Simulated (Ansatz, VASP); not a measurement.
# Two plane-wave programs on BeS

```xyz
2
Lattice="0.0000 2.2368 2.4234 2.4234 0.0000 2.4234 2.4234 2.2368 0.0000" Properties=species:S:1:pos:R:3 pbc="T T T"
Be    0.0000    0.0000    0.0000
S     3.6351    3.3552    3.6351
```

Alike in both runs: task single point; functional PBEsol; k mesh 10 × 10 × 10; occupations gaussian, width 0.05 eV; no spin polarisation.

|  | VASP | Ansatz |
| --- | --- | --- |
| version | VASP 6.6.1 | Ansatz 0.2.0 |
| potentials or method | VASP PAW PBE potentials, release 64 (Be, S), cutoff 520 eV | scalar-relativistic, plane waves, PAW |
| valence electrons in the cell | 8 | 8 |

|  | VASP | Ansatz | Ansatz less VASP |
| --- | --- | --- | --- |
| gap on the k mesh at the Fermi level (eV) | 2.05 | 2.05 | -0.004 |
| least direct gap on the mesh (eV) | 5.28 | 5.25 | -0.031 |
| pressure (GPa) | 8.4 | 8.2 | -0.18 |
| traceless stress, the component that is largest in VASP (GPa) | 4.41 | 4.44 | +0.028 |

VASP's potentials were made for PBE, not for PBEsol.
